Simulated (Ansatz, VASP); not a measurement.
## In3Cu in VASP and in Ansatz

INCAR

```
AGGAC = 1.0 ; AGGAX = 1.0
ALDAC = 0.0 ; ALDAX = 1.0
ALGO = Normal ; EDIFF = 1E-6
ENCUT = 600 ; GGA = B5
GGA_COMPAT = F ; ISIF = 2
ISMEAR = 0 ; LASPH = T
LCHARG = F ; LDAU = T
LDAUJ = 0.34 0 ; LDAUL = 2 -1
LDAUPRINT = 1 ; LDAUTYPE = 1
LDAUU = 5.8 0 ; LMAXMIX = 4
LREAL = F ; LWAVE = F
NBANDS = 33 ; NELM = 200
PREC = Accurate ; SIGMA = 0.1
```

Contents of KPOINTS:

```
k-points
0
Gamma
  2 2 2
```

Contents of POSCAR:

```
In3Cu
1.0
    4.4827670000      0.0000000000      0.0000000000
    0.0000000000      4.4827670000      0.0000000000
    0.0000000000      0.0000000000      4.4827670000
In Cu
3 1
Direct
    0.0000000000      0.5000000000      0.5000000000
    0.5000000000      0.0000000000      0.5000000000
    0.5000000000      0.5000000000      0.0000000000
    0.0000000000      0.0000000000      0.0000000000
```

Input for Ansatz:

```yaml
crystal:
  lattice:
    - [4.482767, 0.0, 0.0]
    - [0.0, 4.482767, 0.0]
    - [0.0, 0.0, 4.482767]
  atoms:
    - { symbol: In, position: [0.0, 0.5, 0.5] }
    - { symbol: In, position: [0.5, 0.0, 0.5] }
    - { symbol: In, position: [0.5, 0.5, 0.0] }
    - { symbol: Cu, position: [0.0, 0.0, 0.0] }
basis:
  ecutwfc: 420
kpoints:
  mp_grid: { grid: [2, 2, 2] }
hamiltonian:
  xc: blyp
  hubbard:
    sites: [{ species: In, l: d, u: 5.8, j: 0.34 }]
    projectors: ortho-atomic
scf:
  occupations: { method: gaussian, width: 0.1 }
output:
  forces: true
  stress: true
  eigenvalues: true
```

Alike in both runs: task single point; functional BLYP; k mesh 2 × 2 × 2; occupations gaussian, width 0.1 eV; no spin polarisation; Hubbard terms In d U = 5.8 eV, J = 0.34 eV.

|  | VASP | Ansatz |
| --- | --- | --- |
| version | VASP 6.6.1 | Ansatz 0.2.0 |
| potentials or method | VASP PAW PBE potentials, release 64 (In_d, Cu), cutoff 600 eV | scalar-relativistic, plane waves, PAW |
| valence electrons in the cell | 50 | 58 |

Ansatz gave:

```
gap on the k mesh at the Fermi level (eV) : none
pressure (GPa)                            : 9.7
```

Problem. Estimate VASP's values.

Solution. gap on the k mesh at the Fermi level (eV): none; pressure (GPa): 7.5.

VASP's potentials were made for PBE, not for BLYP. The programs project onto different local orbitals, so the same U acts differently, and such runs can settle in different states. A gap of «none» marks a metal or a gap that the smearing closes. VASP's potentials hold 50 valence electrons a cell and Ansatz's 58, so a difference there can come from the potentials and not from the codes. Ansatz's warnings: filled band counts differ across k points.

The k mesh is coarse, so the values compare programs but aren't converged.
